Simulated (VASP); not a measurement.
# PbS (R3m) in VASP: notebook, part 2 of 2

VASP 6.6.1. Earlier steps stand in the parts before.

### 3 Single point, PBEsol

This run uses another cell than the first one, of 28.29 Å³/atom, 1.019 times its volume.

Contents of INCAR:

```
SYSTEM = PbS
PREC = Accurate ; ENCUT = 520
EDIFF = 1E-6 ; ISMEAR = -1
SIGMA = 0.05 ; LREAL = .FALSE.
LASPH = .TRUE. ; NELM = 80
ALGO = Normal ; ISIF = 2
LWAVE = .FALSE. ; LCHARG = .FALSE.
GGA = PS ; NBANDS = 17
```

Contents of KPOINTS:

```
Automatic mesh
0
G
  8 8 8
  0 0 0
```

Contents of POSCAR:

```
PbS
1.0
    2.1540969647      1.2436684624      3.5196180723
   -2.1540969647      1.2436684624      3.5196180723
    0.0000000000     -2.4873369248      3.5196180723
Pb S
1 1
Direct
    0.9805657800      0.9805657800      0.9805657800
    0.4750355500      0.4750355500      0.4750355500
```

Potentials or basis: VASP PAW PBE potentials, release 64 (Pb_d, S).

Launch:

```console
> cat potpaw_PBE.64/Pb_d/POTCAR potpaw_PBE.64/S/POTCAR > POTCAR
> mpirun -np 1 vasp_std > vasp.out
```

OUTCAR:

```text
SYSTEM = PbS
   PREC = Accurate
   ENCUT = 520
   EDIFF = 1E-6
   ISMEAR = -1
   LREAL = .FALSE.
   LASPH = .TRUE.
   NELM = 80
   ISIF = 2
   GGA = PS

 ion  position               nearest neighbor table
   1  0.981  0.981  0.981-   2 3.01   2 3.01   2 3.01   2 3.08   2 3.08   2 3.08
   2  0.475  0.475  0.475-   1 3.01   1 3.01   1 3.01   1 3.08   1 3.08   1 3.08

  LATTYP: Found a trigonal (rhomboedric) cell.
 ALAT       =     4.3098209189
 COS(alpha) =     0.5003774362

  Lattice vectors:

 A1 = (   2.1540969647,   1.2436684624,   3.5196180723)
 A2 = (  -2.1540969647,   1.2436684624,   3.5196180723)
 A3 = (   0.0000000000,  -2.4873369248,   3.5196180723)

Analysis of symmetry for initial positions (statically):
=====================================================================
 Subroutine PRICEL returns:
 Original cell was already a primitive cell.

 Routine SETGRP: Setting up the symmetry group for a
 trigonal (rhombohedral) supercell.

 Subroutine GETGRP returns: Found  6 space group operations
 (whereof  6 operations were pure point group operations)
 out of a pool of 12 trial point group operations.
[... 156 lines left out ...]
  ext. energy  EPLUGINS =         0.00000000
  ---------------------------------------------------
  free energy    TOTEN  =        -9.37724607 eV

  energy without entropy =       -9.37720279  energy(sigma->0) =       -9.37722443

 E-fermi :   4.8555     XC(G=0):  -9.5132

 val. band max:        4.5885700198   @ k =   0.5000  -0.0000   0.0000
 cond. band min:       5.1224767719   @ k =   0.5000  -0.0000   0.0000
 fundamental gap:      0.5339067521
 Fermi energy:         4.8555233292

 k-point     1 :       0.0000    0.0000    0.0000
  band No.  band energies     occupation
      1     -11.9626      2.00000
      2     -11.9622      2.00000
      3     -11.9622      2.00000
      4     -11.9473      2.00000
      5     -11.9473      2.00000
      6      -8.2442      2.00000
[... 457 lines left out ...]
      4     -11.9429      2.00000
      5     -11.9343      2.00000
      6      -7.5738      2.00000
[... 9 lines left out ...]
     16      14.1933      0.00000
     17      15.2224      0.00000

 [... further k-points ...]
[... 5 lines left out ...]
  --------------------------------------------------------------------------------------
  -------------------------------------------------------------------------------------
  Total       -1.6556228     -1.6556228     -1.6456452      0.0000000     -0.0000000      0.0000000
  in kB      -46.8873112    -46.8873112    -46.6047431      0.0000000     -0.0000000      0.0000000
  external PRESSURE =     -46.7931219 kB  Pullay stress =       0.0000000 kB

 VOLUME and BASIS-vectors are now :
 -----------------------------------------------------------------------------
  energy-cutoff  :      520.00
  volume of cell :       56.57
      direct lattice vectors                 reciprocal lattice vectors
     2.154096965  1.243668462  3.519618072     0.232115828  0.134012136  0.094707246
    -2.154096965  1.243668462  3.519618072    -0.232115828  0.134012136  0.094707246
     0.000000000 -2.487336925  3.519618072     0.000000000 -0.268024271  0.094707246

 POSITION                                       TOTAL-FORCE (eV/Angst)
 -----------------------------------------------------------------------------------
      0.00000      0.00000     10.35365         0.000000     -0.000000      0.021120
      0.00000      0.00000      5.01583         0.000000      0.000000     -0.021120
 -----------------------------------------------------------------------------------
    total drift:                                0.000000      0.000000     -0.000575

  FREE ENERGIE OF THE ION-ELECTRON SYSTEM (eV)
  ---------------------------------------------------
  free  energy   TOTEN  =        -9.3772460720 eV

  energy  without entropy=       -9.3772027906  energy(sigma->0) =       -9.37722443
```

Run time: 43 s. Hardware: 1 thread of AMD EPYC 7R13 (Zen 3), shared host; peak memory 0.18 GiB.

Results:

```
Free energy            : -9.3772 eV
Pressure               : -4.7 GPa
Largest force          : 0.021 eV/Å
Band gap on the k mesh : 0.53 eV, direct
```

Forces on the atoms (eV/Å):
```
Pb   0.000  0.000  0.021
S    0.000  0.000 -0.021
```

Levels at points of the mesh, in eV from the valence-band top:
| k point | band 7 | band 8 | band 9 | band 10 | band 11 | band 12 | band 13 | band 14 |
| --- | --- | --- | --- | --- | --- | --- | --- | --- |
| (0.00, 0.00, 0.00) | -6.12 | -1.71 | -1.71 | -1.71 | 4.97 | 5.00 | 5.00 | 6.92 |
| (0.50, 0.00, 0.00) | -8.38 | -1.38 | -1.38 | 0.00 | 0.53 | 2.14 | 2.14 | 8.46 |
| (0.50, 0.50, 0.00) | -7.06 | -4.50 | -2.88 | -2.87 | 4.11 | 5.33 | 5.42 | 5.45 |
| (0.50, 0.50, 0.50) | -8.37 | -1.37 | -1.37 | -0.03 | 0.56 | 2.14 | 2.14 | 8.45 |

Caveat: the PAW data sets were made with another functional, which shifts forces and pressure a little; spin-orbit coupling is left out, which moves the levels of the heavy elements.

### 4 Single point, r2SCAN

This run uses another cell than the first one, of 26.69 Å³/atom, 0.962 times its volume.

Contents of POSCAR:

```
PbS
1.0
    2.1126617058      1.2197458045      3.4519162518
   -2.1126617058      1.2197458045      3.4519162518
    0.0000000000     -2.4394916091      3.4519162518
Pb S
1 1
Direct
    0.9805657800      0.9805657800      0.9805657800
    0.4750355500      0.4750355500      0.4750355500
```

Contents of INCAR.step1:

```
SYSTEM = PbS
ALGO     = Normal         ! electronic algorithm
EDIFF    = 1E-4           ! SCF threshold, eV
ENCUT    = 520            ! plane-wave cutoff, eV
GGA      = PE             ! functional
ISMEAR   = -1             ! smearing method
LASPH    = .True.         ! aspherical terms in the spheres
LCHARG   = .False.        ! write CHGCAR
LREAL    = .False.        ! projectors in reciprocal space
LWAVE    = .True.         ! write WAVECAR
NBANDS   = 17             ! bands
NELM     = 60             ! most SCF steps
PREC     = Accurate       ! precision mode
SIGMA    = 0.05           ! smearing width, eV
```

Contents of INCAR.step2:

```
SYSTEM = PbS
ALGO     = Normal         ! electronic algorithm
EDIFF    = 1E-7           ! SCF threshold, eV
ENCUT    = 520            ! plane-wave cutoff, eV
ISIF     = 2              ! what is computed and relaxed
ISMEAR   = -1             ! smearing method
ISTART   = 1            
LASPH    = .True.         ! aspherical terms in the spheres
LCHARG   = .False.        ! write CHGCAR
LMIXTAU  = .True.       
LREAL    = .False.        ! projectors in reciprocal space
LWAVE    = .False.        ! write WAVECAR
METAGGA  = R2SCAN         ! meta-GGA
NBANDS   = 17             ! bands
NELM     = 60             ! most SCF steps
PREC     = Accurate       ! precision mode
SIGMA    = 0.05           ! smearing width, eV
```

Contents of KPOINTS:

```
k-points
0
Gamma
  8 8 8
  0 0 0
```

Potentials or basis: VASP PAW PBE potentials, release 64 (Pb_d, S).

Launch:

```console
> cat potpaw_PBE.64/Pb_d/POTCAR potpaw_PBE.64/S/POTCAR > POTCAR
> cp INCAR.step1 INCAR
> mpirun -np 1 vasp_std > vasp.out
> cp INCAR.step2 INCAR
> mpirun -np 1 vasp_std > vasp.out
```

OUTCAR:

```text
SYSTEM = PbS
   EDIFF = 1E-7
   ENCUT = 520
   ISIF = 2
   ISMEAR = -1
   ISTART = 1
   LASPH = .True.
   LREAL = .False.
   METAGGA = R2SCAN
   NELM = 60
   PREC = Accurate

 ion  position               nearest neighbor table
   1  0.981  0.981  0.981-   2 2.96   2 2.96   2 2.96   2 3.02   2 3.02   2 3.02
   2  0.475  0.475  0.475-   1 2.96   1 2.96   1 2.96   1 3.02   1 3.02   1 3.02

  LATTYP: Found a trigonal (rhomboedric) cell.
 ALAT       =     4.2269191050
 COS(alpha) =     0.5003774362

  Lattice vectors:

 A1 = (   2.1126617058,   1.2197458045,   3.4519162518)
 A2 = (  -2.1126617058,   1.2197458045,   3.4519162518)
 A3 = (   0.0000000000,  -2.4394916091,   3.4519162518)

Analysis of symmetry for initial positions (statically):
=====================================================================
 Subroutine PRICEL returns:
 Original cell was already a primitive cell.

 Routine SETGRP: Setting up the symmetry group for a
 trigonal (rhombohedral) supercell.

 Subroutine GETGRP returns: Found  6 space group operations
 (whereof  6 operations were pure point group operations)
 out of a pool of 12 trial point group operations.

The static configuration has the point symmetry C_3v.

Analysis of symmetry for dynamics (positions and initial velocities):
=====================================================================
 Subroutine PRICEL returns:
 Original cell was already a primitive cell.

 Routine SETGRP: Setting up the symmetry group for a
 trigonal (rhombohedral) supercell.

 Subroutine GETGRP returns: Found  6 space group operations
 (whereof  6 operations were pure point group operations)
 out of a pool of 12 trial point group operations.

The dynamic configuration has the point symmetry C_3v.

 Subroutine INISYM returns: Found  6 space group operations
 (whereof  6 operations are pure point group operations),
[... 105 lines left out ...]
   TEBEG  =    0.0;   TEEND  =   0.0 temperature during run
   PSTRESS=    0.0 pullay stress
   NELECT =      20.0000    total number of electrons
   NUPDOWN=      -1.0000    fix difference up-down
   EMIN   =  10.00;   EMAX   =-10.00  energy-range for DOS
   EFERMI =   0.00;   METHOD = LEGACY
   ISMEAR =    -1;   SIGMA  =   0.05  broadening in eV -4-tet -1-fermi 0-gaus
   EFERMI_NEDOS =   21; number of points for ismear=-14 and -15
   IALGO  =     38    algorithm
   IMIX   =      4    mixing-type and parameters
     AMIX     =   0.40;   BMIX     =  1.00
     AMIX_MAG =   1.60;   BMIX_MAG =  1.00
  volume/ion in A,a.u.               =      26.69       180.08
  Fermi-wavevector in a.u.,A,eV,Ry     =   1.180270  2.230386 18.953411  1.393036
  Thomas-Fermi vector in A             =   2.316565
   LORBIT       =      0    0 simple, 1 ext, 2 COOP (PROOUT), +10 PAW based schemes
   METAGGA = R2SCAN    functional components
   LHFCALC =     F    Hartree Fock is set to
   AEXX    =    0.0000 exact exchange contribution
   IVDW    =     0    specifies the selected vdW correction
   LEPSILON=     F    determine dielectric tensor
   LRPA    =     F    only Hartree local field effects (RPA)
 non-spin polarized calculation
  energy-cutoff  :      520.00
  volume of cell :       53.37
 maximum number of plane-waves:      1459
   NGX = 15   NGY = 15   NGZ = 15

 number of electron      20.0000002 magnetization

 Free energy of the ion-electron system (eV)
  ---------------------------------------------------
  ext. energy  EPLUGINS =         0.00000000
  ---------------------------------------------------
  free energy    TOTEN  =       -65.61189020 eV

  energy without entropy =      -65.61188119  energy(sigma->0) =      -65.61188569

 E-fermi :   5.7346     XC(G=0): -10.1398

 val. band max:        5.3756637958   @ k =   0.5000   0.0000   0.0000
 cond. band min:       6.0935652160   @ k =   0.5000   0.0000   0.0000
 fundamental gap:      0.7179014202
 Fermi energy:         5.7346297139

 k-point     1 :       0.0000    0.0000    0.0000
  band No.  band energies     occupation
      1     -12.0120      2.00000
      2     -12.0116      2.00000
      3     -12.0116      2.00000
      4     -11.9955      2.00000
      5     -11.9955      2.00000
      6      -8.6072      2.00000
[... 457 lines left out ...]
      4     -11.9885      2.00000
      5     -11.9788      2.00000
      6      -7.8580      2.00000
[... 9 lines left out ...]
     16      15.5329      0.00000
     17      16.7492      0.00000

 [... further k-points ...]
[... 5 lines left out ...]
  --------------------------------------------------------------------------------------
  -------------------------------------------------------------------------------------
  Total       -0.0156594     -0.0156594     -0.0079383      0.0000000      0.0000000      0.0000000
  in kB       -0.4700825     -0.4700825     -0.2383012      0.0000000      0.0000000      0.0000000
  external PRESSURE =      -0.3928221 kB  Pullay stress =       0.0000000 kB

 VOLUME and BASIS-vectors are now :
 -----------------------------------------------------------------------------
  energy-cutoff  :      520.00
  volume of cell :       53.37
      direct lattice vectors                 reciprocal lattice vectors
     2.112661706  1.219745805  3.451916252     0.236668274  0.136640492  0.096564722
    -2.112661706  1.219745805  3.451916252    -0.236668274  0.136640492  0.096564722
     0.000000000 -2.439491609  3.451916252     0.000000000 -0.273280984  0.096564722

 POSITION                                       TOTAL-FORCE (eV/Angst)
 -----------------------------------------------------------------------------------
      0.00000     -0.00000     10.15449         0.000000      0.000000     -0.012138
      0.00000     -0.00000      4.91935         0.000000     -0.000000      0.012138
 -----------------------------------------------------------------------------------
    total drift:                                0.000000     -0.000000     -0.000021

  FREE ENERGIE OF THE ION-ELECTRON SYSTEM (eV)
  ---------------------------------------------------
  free  energy   TOTEN  =       -65.6118901964 eV

  energy  without entropy=      -65.6118811900  energy(sigma->0) =      -65.61188569
```

OUTCAR.step1:

```text
SYSTEM = PbS
   EDIFF = 1E-4
   ENCUT = 520
   GGA = PE
   ISMEAR = -1
   LASPH = .True.
   LREAL = .False.
[... 700 lines left out ...]
      0.00000     -0.00000     10.15449         0.000000      0.000000     -0.019353
      0.00000     -0.00000      4.91935         0.000000     -0.000000      0.019353
 -----------------------------------------------------------------------------------
    total drift:                                0.000000     -0.000000     -0.000130

  FREE ENERGIE OF THE ION-ELECTRON SYSTEM (eV)
  ---------------------------------------------------
  free  energy   TOTEN  =        -8.7670760698 eV

  energy  without entropy=       -8.7669976325  energy(sigma->0) =       -8.76703685
```

OSZICAR.step1:

```text
N       E                     dE             d eps       ncg     rms          rms(c)
DAV:   1     0.154183899489E+03    0.15418E+03   -0.93835E+03  2218   0.127E+03
DAV:   2     0.297443824462E+01   -0.15121E+03   -0.14560E+03  2377   0.314E+02
DAV:   3    -0.895410310770E+01   -0.11929E+02   -0.11837E+02  2814   0.916E+01
DAV:   4    -0.925810864372E+01   -0.30401E+00   -0.30363E+00  2838   0.159E+01
DAV:   5    -0.926874882994E+01   -0.10640E-01   -0.10639E-01  3234   0.295E+00    0.449E+00
DAV:   6    -0.876241952168E+01    0.50633E+00   -0.14568E+00  3407   0.800E+00    0.314E+00
DAV:   7    -0.876367131976E+01   -0.12518E-02   -0.14511E-01  2628   0.189E+00    0.183E+00
DAV:   8    -0.876748111088E+01   -0.38098E-02   -0.17443E-02  2524   0.140E+00    0.314E-01
DAV:   9    -0.876686531035E+01    0.61580E-03   -0.38825E-03  3480   0.532E-01    0.867E-02
DAV:  10    -0.876706809010E+01   -0.20278E-03   -0.39987E-04  2519   0.114E-01    0.589E-02
DAV:  11    -0.876707606975E+01   -0.79797E-05   -0.52651E-05  2205   0.803E-02
   1 F= -.87670761E+01 E0= -.87670369E+01  d E =-.784372E-04
```

Run time: 3.1 min. Hardware: 1 thread of AMD EPYC 7R13 (Zen 3), shared host; peak memory 0.19 GiB.

Results:

```yaml
Free_energy: -65.6119 eV
Pressure: 0.0 GPa
Largest_force: 0.012 eV/Å
Band_gap_on_the_k_mesh: 0.72 eV, direct
```

Forces on the atoms (eV/Å):
```
Pb   0.000  0.000 -0.012
S    0.000  0.000  0.012
```

Caveat: the PAW data sets were made with another functional, which shifts forces and pressure a little; spin-orbit coupling is left out, which moves the levels of the heavy elements. A k mesh can miss the band edges.

### 5 Single point, PBE

This run uses another cell than the first one, of 26.69 Å³/atom, 0.962 times its volume.

Contents of INCAR:

```
SYSTEM = PbS
  PREC = Accurate
  ENCUT = 520
  EDIFF = 1E-6
  ISMEAR = 0
  SIGMA = 0.05
  LREAL = .FALSE.
  LASPH = .TRUE.
  NELM = 100
  ALGO = Normal
  ISIF = 2
  LWAVE = .FALSE.
  LCHARG = .TRUE.
  GGA = PE
  LELF = .TRUE.
  LVHAR = .TRUE.
  NBANDS = 17
```

Contents of KPOINTS:

```
Automatic mesh
0
G
  8 8 8
  0 0 0
```

POSCAR is that of step 4.

Launch:

```console
> cat potpaw_PBE.64/Pb_d/POTCAR potpaw_PBE.64/S/POTCAR > POTCAR
> mpirun -np 1 vasp_std > vasp.out
```

Wall time 32 s (1 thread of Intel Xeon 6975P-C, shared host); peak memory 0.21 GiB.

It converged, with:

- Free energy: -8.7671 eV
- Pressure: 0.8 GPa
- Largest force: 0.019 eV/Å
- Band gap on the k mesh: 0.46 eV, direct

Forces in eV/Å, atoms in the order of the input:
```
Pb   0.000  0.000 -0.019
S    0.000  0.000  0.019
```

Levels at points of the mesh, in eV from the valence-band top:
| k point | band 8 | band 9 | band 10 | band 11 | band 12 | band 13 |
| --- | --- | --- | --- | --- | --- | --- |
| (0.00, 0.00, 0.00) | -2.03 | -2.03 | -2.03 | 5.14 | 5.17 | 5.17 |
| (0.50, 0.00, 0.00) | -1.67 | -1.66 | 0.00 | 0.46 | 2.05 | 2.05 |
| (0.50, 0.50, 0.00) | -4.97 | -3.27 | -3.26 | 3.97 | 5.53 | 5.63 |
| (0.50, 0.50, 0.50) | -1.66 | -1.66 | -0.03 | 0.49 | 2.05 | 2.05 |

Caveat: spin-orbit coupling is left out, which moves the levels of the heavy elements. A k mesh can miss the band edges.

### 6 Overview

```tsv
level	cell	smearing	gap on the mesh (eV)	pressure (GPa)	largest force (eV/Å)
PBEsol	a = 4.283 Å, angles 60.0°, 2 atoms	fermi-dirac 0.05 eV	0.48	-3.9	0.01
PBEsol	a = 4.310 Å, angles 60.0°, 2 atoms	fermi-dirac 0.05 eV	0.53	-4.7	0.02
r2SCAN	a = 4.227 Å, angles 60.0°, 2 atoms	fermi-dirac 0.05 eV	0.72	0.0	0.01
PBE	a = 4.227 Å, angles 60.0°, 2 atoms	gaussian 0.05 eV	0.46	0.8	0.02
```

Alike in all rows: task single point; potentials or basis VASP PAW PBE potentials, release 64 (Pb_d, S); no spin polarisation; k mesh 8 × 8 × 8; cutoff (eV) 520.

Caveats: spin-orbit coupling is left out, which moves the levels of the heavy elements; the PAW data sets were made with another functional, which shifts forces and pressure a little (some runs).

Absolute energies hang on the potentials; compare differences alone.
